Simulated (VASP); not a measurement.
# LuScN2 (P4mm) in VASP: single point with PBE

Aim: the single point of LuScN2 with PBE.

Program: VASP 6.6.1. These are calculated values, not measurements. Logs are shortened: lines on timing, memory, paths and dates and some standing lists are left out, and cuts for length are marked.

**1. The cell of the first run**

The structure is tetragonal, space group P4mm (No. 99). The conventional cell has a = 3.164 Å, b = 3.164 Å, c = 6.364 Å, α = 90.00°, β = 90.00°, γ = 90.00°. Within 2.6 Å of Lu (site symmetry 4mm) lie 5 N at 1.99 to 2.52 Å and 1 Sc at 2.58 Å. Within 2.4 Å of Sc (site symmetry 4mm) lie 1 N at 1.80 Å. N (site symmetry 4mm) has 1 Sc at 1.80 Å and 1 Lu at 1.99 Å within 2.4 Å. N (site symmetry 4mm) has 4 Lu at 2.52 Å and 4 Sc at 2.65 Å and 4 N at 3.16 Å within 3.3 Å.

**2. Single point, PBE**

The input, INCAR:

```
PREC = Accurate ; ENCUT = 520
EDIFF = 1E-6 ; ISMEAR = 0
SIGMA = 0.1 ; LREAL = F
LASPH = T ; NELM = 80
ALGO = Normal ; ISIF = 2
LWAVE = F ; LCHARG = T
GGA = PE ; LELF = T
LVHAR = T ; NBANDS = 31
```

The input, KPOINTS:

```
regular mesh
0
Gamma
  14 14 8
```

The input, POSCAR:

```
LuScN2
1.0
    3.1642394104      0.0000000000      0.0000000000
    0.0000000000      3.1642394104      0.0000000000
    0.0000000000      0.0000000000      6.3638041580
Lu Sc N
1 1 2
Direct
    0.5000000000      0.5000000000      0.1694437328
    0.5000000000      0.5000000000      0.7643002912
    0.5000000000      0.5000000000      0.4815007603
    0.0000000000      0.0000000000      0.9868037358
```

Potentials or basis: VASP PAW PBE potentials, release 64 (Lu, Sc_sv, N).

Launch:

```
$ cat potpaw_PBE.64/Lu/POTCAR potpaw_PBE.64/Sc_sv/POTCAR potpaw_PBE.64/N/POTCAR > POTCAR
$ mpirun -np 1 vasp_std > vasp.out
```

OUTCAR:

```text
PREC = Accurate
   ENCUT = 520
   EDIFF = 1E-6
   ISMEAR = 0
   LREAL = F
   LASPH = T
   NELM = 80
   ISIF = 2
   GGA = PE

 ion  position               nearest neighbor table
   1  0.500  0.500  0.169-   3 1.99   4 2.52   4 2.52   4 2.52   4 2.52   2 2.58
   2  0.500  0.500  0.764-   3 1.80   1 2.58
   3  0.500  0.500  0.482-   2 1.80   1 1.99
   4  0.000  0.000  0.987-   1 2.52   1 2.52   1 2.52   1 2.52

  LATTYP: Found a simple tetragonal cell.
 ALAT       =     3.1642394104
 C/A-ratio  =     2.0111639268

  Lattice vectors:

 A1 = (   3.1642394104,   0.0000000000,   0.0000000000)
 A2 = (   0.0000000000,   3.1642394104,   0.0000000000)
 A3 = (   0.0000000000,   0.0000000000,   6.3638041580)

Analysis of symmetry for initial positions (statically):
=====================================================================
 Subroutine PRICEL returns:
 Original cell was already a primitive cell.

 Routine SETGRP: Setting up the symmetry group for a
 simple tetragonal supercell.

 Subroutine GETGRP returns: Found  8 space group operations
 (whereof  8 operations were pure point group operations)
 out of a pool of 16 trial point group operations.

The static configuration has the point symmetry C_4v.

Analysis of symmetry for dynamics (positions and initial velocities):
=====================================================================
 Subroutine PRICEL returns:
 Original cell was already a primitive cell.

 Routine SETGRP: Setting up the symmetry group for a
 simple tetragonal supercell.

 Subroutine GETGRP returns: Found  8 space group operations
 (whereof  8 operations were pure point group operations)
 out of a pool of 16 trial point group operations.

The dynamic configuration has the point symmetry C_4v.

 Subroutine INISYM returns: Found  8 space group operations
 (whereof  8 operations are pure point group operations),
 and found     1 'primitive' translations

----------------------------------------------------------------------------------------

                                     Primitive cell

  volume of cell :      63.7170

  direct lattice vectors                    reciprocal lattice vectors
     3.164239410  0.000000000  0.000000000     0.316031713  0.000000000  0.000000000
     0.000000000  3.164239410  0.000000000     0.000000000  0.316031713  0.000000000
     0.000000000  0.000000000  6.363804158     0.000000000  0.000000000  0.157138714

  length of vectors
     3.164239410  3.164239410  6.363804158     0.316031713  0.316031713  0.157138714

  position of ions in fractional coordinates (direct lattice)
     0.500000000  0.500000000  0.169443733
     0.500000000  0.500000000  0.764300291
     0.500000000  0.500000000  0.481500760
     0.000000000  0.000000000  0.986803736

  ion indices of the primitive-cell ions
   primitive index   ion index
                 1           1
                 2           2
                 3           3
                 4           4

----------------------------------------------------------------------------------------

 KPOINTS: regular mesh

Automatic generation of k-mesh.
 Grid dimensions read from file:
 generate k-points for:   14   14    8

 Generating k-lattice:

  Cartesian coordinates                     Fractional coordinates (reciprocal lattice)
     0.022573694  0.000000000  0.000000000     0.071428571  0.000000000  0.000000000
     0.000000000  0.022573694  0.000000000     0.000000000  0.071428571  0.000000000
     0.000000000  0.000000000  0.019642339     0.000000000  0.000000000  0.125000000

  Length of vectors
     0.022573694  0.022573694  0.019642339

  Shift w.r.t. Gamma in fractional coordinates (k-lattice)
     0.000000000  0.000000000  0.000000000

 Subroutine IBZKPT returns following result:
 ===========================================

 Found    180 irreducible k-points:

 Following reciprocal coordinates:
            Coordinates               Weight
  0.000000  0.000000  0.000000      1.000000
  0.071429  0.000000  0.000000      4.000000
  0.142857  0.000000  0.000000      4.000000
  0.214286  0.000000  0.000000      4.000000
  0.285714  0.000000  0.000000      4.000000
  0.357143  0.000000  0.000000      4.000000
[... 16 lines left out ...]
  0.285714  0.214286  0.000000      8.000000
  0.357143  0.214286  0.000000      8.000000
 [... further k-points ...]
   k-points           NKPTS =    180   k-points in BZ     NKDIM =    180   number of bands    NBANDS=     31
   number of dos      NEDOS =    301   number of ions     NIONS =      4
   total plane-waves  NPLWV =  27648
   dimension x,y,z NGX =    24 NGY =   24 NGZ =   48
   dimension x,y,z NGXF=    48 NGYF=   48 NGZF=   96
   ions per type =               1   1   2
   NGX,Y,Z   is equivalent  to a cutoff of  12.61, 12.61, 12.54 a.u.
   NGXF,Y,Z  is equivalent  to a cutoff of  25.22, 25.22, 25.08 a.u.
 SYSTEM =  unknown system
   PREC   = accura    normal or accurate (medium, high low for compatibility)
   ISTART =      0    job   : 0-new  1-cont  2-samecut
   ICHARG =      2    charge: 1-file 2-atom 10-const
   ISPIN  =      1    spin polarized calculation?
   LNONCOLLINEAR =      F non collinear calculations
   LSORBIT =      F    spin-orbit coupling
   LASPH  =      T    aspherical Exc in radial PAW
   ENCUT  =  520.0 eV  38.22 Ry    6.18 a.u.   5.88  5.88 11.83*2*pi/ulx,y,z
   NELM   =     80;   NELMIN=  2; NELMDL= -5     # of ELM steps
   EDIFF  = 0.1E-05   stopping-criterion for ELM
   LREAL  =      F    real-space projection
   EDIFFG = 0.1E-04   stopping-criterion for IOM
   NSW    =      0    number of steps for IOM
   IBRION =     -1    ionic relax: 0-MD 1-quasi-New 2-CG
   NFREE  =      0    steps in history (QN), initial steepest desc. (CG)
   ISIF   =      2    stress and relaxation
   ISYM   =      2    0-nonsym 1-usesym 2-fastsym
   POTIM  = 0.5000    time-step for ionic-motion
   TEBEG  =    0.0;   TEEND  =   0.0 temperature during run
   PSTRESS=    0.0 pullay stress
   NELECT =      46.0000    total number of electrons
   NUPDOWN=      -1.0000    fix difference up-down
   EMIN   =  10.00;   EMAX   =-10.00  energy-range for DOS
   EFERMI =   0.00;   METHOD = LEGACY
   ISMEAR =     0;   SIGMA  =   0.10  broadening in eV -4-tet -1-fermi 0-gaus
   EFERMI_NEDOS =   21; number of points for ismear=-14 and -15
   IALGO  =     38    algorithm
   IMIX   =      4    mixing-type and parameters
     AMIX     =   0.40;   BMIX     =  1.00
     AMIX_MAG =   1.60;   BMIX_MAG =  1.00
  volume/ion in A,a.u.               =      15.93       107.50
  Fermi-wavevector in a.u.,A,eV,Ry     =   1.468618  2.775286 29.345588  2.156840
  Thomas-Fermi vector in A             =   2.584094
   LORBIT       =      0    0 simple, 1 ext, 2 COOP (PROOUT), +10 PAW based schemes
   GGA     = PE    functional components
   LHFCALC =     F    Hartree Fock is set to
   AEXX    =    0.0000 exact exchange contribution
   IVDW    =     0    specifies the selected vdW correction
   LEPSILON=     F    determine dielectric tensor
   LRPA    =     F    only Hartree local field effects (RPA)
 non-spin polarized calculation
 Gauss-broadening in eV      SIGMA  =   0.10
  energy-cutoff  :      520.00
  volume of cell :       63.72
 maximum number of plane-waves:      1744
 NGX is ok and might be reduce to    24
   NGX = 11   NGY = 11   NGZ = 23

 number of electron      45.9999985 magnetization

 Free energy of the ion-electron system (eV)
  ---------------------------------------------------
  ext. energy  EPLUGINS =         0.00000000
  ---------------------------------------------------
  free energy    TOTEN  =       -28.77317652 eV

  energy without entropy =      -28.77047762  energy(sigma->0) =      -28.77182707

 E-fermi :   3.1738     XC(G=0): -10.6243

 val. band max:        3.1528614620   @ k =   0.3571   0.0000   0.5000
 cond. band min:       3.1897673717   @ k =   0.4286   0.0000   0.5000
 fundamental gap:      0.0369059097
 Fermi energy:         3.1737645409

 k-point     1 :       0.0000    0.0000    0.0000
  band No.  band energies     occupation
      1     -52.5949      2.00000
      2     -45.8913      2.00000
      3     -24.9106      2.00000
      4     -24.5263      2.00000
      5     -24.5263      2.00000
      6     -23.2229      2.00000
[... 23 lines left out ...]
     30       7.7901      0.00000
     31       7.7901      0.00000

 k-point     2 :       0.0714    0.0000    0.0000
  band No.  band energies     occupation
      1     -52.5933      2.00000
      2     -45.8898      2.00000
      3     -24.9077      2.00000
      4     -24.5414      2.00000
      5     -24.5250      2.00000
      6     -23.2201      2.00000
[... 23 lines left out ...]
     30       7.7811      0.00000
     31       7.8637      0.00000

 k-point     3 :       0.1429    0.0000    0.0000
  band No.  band energies     occupation
      1     -52.5888      2.00000
      2     -45.8856      2.00000
      3     -24.8995      2.00000
      4     -24.5836      2.00000
      5     -24.5213      2.00000
      6     -23.2418      2.00000
[... 23 lines left out ...]
     30       7.7425      0.00000
     31       7.9791      0.00000

 k-point     4 :       0.2143    0.0000    0.0000
  band No.  band energies     occupation
      1     -52.5823      2.00000
      2     -45.8796      2.00000
      3     -24.8877      2.00000
      4     -24.6440      2.00000
      5     -24.5160      2.00000
      6     -23.3722      2.00000
[... 23 lines left out ...]
     30       7.6595      0.00000
     31       8.1568      0.00000

 k-point     5 :       0.2857    0.0000    0.0000
  band No.  band energies     occupation
      1     -52.5750      2.00000
      2     -45.8729      2.00000
      3     -24.8744      2.00000
      4     -24.7107      2.00000
      5     -24.5100      2.00000
      6     -23.5147      2.00000
[... 23 lines left out ...]
     30       7.5612      0.00000
     31       8.4514      0.00000
[... 542 lines left out ...]
     30       7.6063      0.00000
     31       8.2627      0.00000

 k-point    22 :       0.2143    0.2143    0.0000
  band No.  band energies     occupation
      1     -52.5698      2.00000
      2     -45.8681      2.00000
      3     -24.8661      2.00000
      4     -24.6357      2.00000
      5     -24.6254      2.00000
      6     -23.3558      2.00000
[... 23 lines left out ...]
     30       7.4319      0.00000
     31       7.6443      0.00000

 k-point    23 :       0.2857    0.2143    0.0000
  band No.  band energies     occupation
      1     -52.5626      2.00000
      2     -45.8615      2.00000
      3     -24.8536      2.00000
      4     -24.6958      2.00000
      5     -24.6225      2.00000
      6     -23.4790      2.00000
[... 23 lines left out ...]
     30       7.3567      0.00000
     31       7.6408      0.00000

 k-point    24 :       0.3571    0.2143    0.0000
  band No.  band energies     occupation
      1     -52.5561      2.00000
      2     -45.8555      2.00000
      3     -24.8423      2.00000
      4     -24.7536      2.00000
      5     -24.6157      2.00000
      6     -23.5994      2.00000
[... 23 lines left out ...]
     30       7.4902      0.00000
     31       7.8363      0.00000

 [... further k-points ...]

------------------------ aborting loop because EDIFF is reached ----------------------------------------

  FORCE on cell =-STRESS in cart. coord.  units (eV):
  Direction    XX          YY          ZZ          XY          YZ          ZX
  --------------------------------------------------------------------------------------
  -------------------------------------------------------------------------------------
  Total        0.0853971      0.0853971      0.6813149      0.0000000      0.0000000      0.0000000
  in kB        2.1473272      2.1473272     17.1317999      0.0000000      0.0000000      0.0000000
  external PRESSURE =       7.1421514 kB  Pullay stress =       0.0000000 kB

 VOLUME and BASIS-vectors are now :
 -----------------------------------------------------------------------------
  energy-cutoff  :      520.00
  volume of cell :       63.72
      direct lattice vectors                 reciprocal lattice vectors
     3.164239410  0.000000000  0.000000000     0.316031713  0.000000000  0.000000000
     0.000000000  3.164239410  0.000000000     0.000000000  0.316031713  0.000000000
     0.000000000  0.000000000  6.363804158     0.000000000  0.000000000  0.157138714

 POSITION                                       TOTAL-FORCE (eV/Angst)
 -----------------------------------------------------------------------------------
      1.58212      1.58212      1.07831         0.000000     -0.000000     -0.103090
      1.58212      1.58212      4.86386        -0.000000     -0.000000      0.136820
      1.58212      1.58212      3.06418        -0.000000     -0.000000     -0.015428
      0.00000      0.00000      6.27983        -0.000000      0.000000     -0.018302
 -----------------------------------------------------------------------------------
    total drift:                                0.000000     -0.000000      0.000082

  FREE ENERGIE OF THE ION-ELECTRON SYSTEM (eV)
  ---------------------------------------------------
  free  energy   TOTEN  =       -28.7731765205 eV

  energy  without entropy=      -28.7704776172  energy(sigma->0) =      -28.77182707
```

It took 4.7 min on 1 thread of Intel Xeon Platinum 8375C at 2.90GHz (Ice Lake), shared host; peak memory 0.47 GiB.

Results:

```
Free energy            : -28.7732 eV
Pressure               : 0.7 GPa
Largest force          : 0.137 eV/Å
Band gap on the k mesh : zero (band 23 reaches 3.20 eV, above the bottom of band 24 at 3.05 eV)
```

Forces in eV/Å, atoms in the order of the input:
```
Lu   0.000  0.000 -0.103
Sc   0.000  0.000  0.137
N    0.000  0.000 -0.015
N    0.000  0.000 -0.018
```

Caveat: spin-orbit coupling is left out, which moves the levels of the heavy elements.
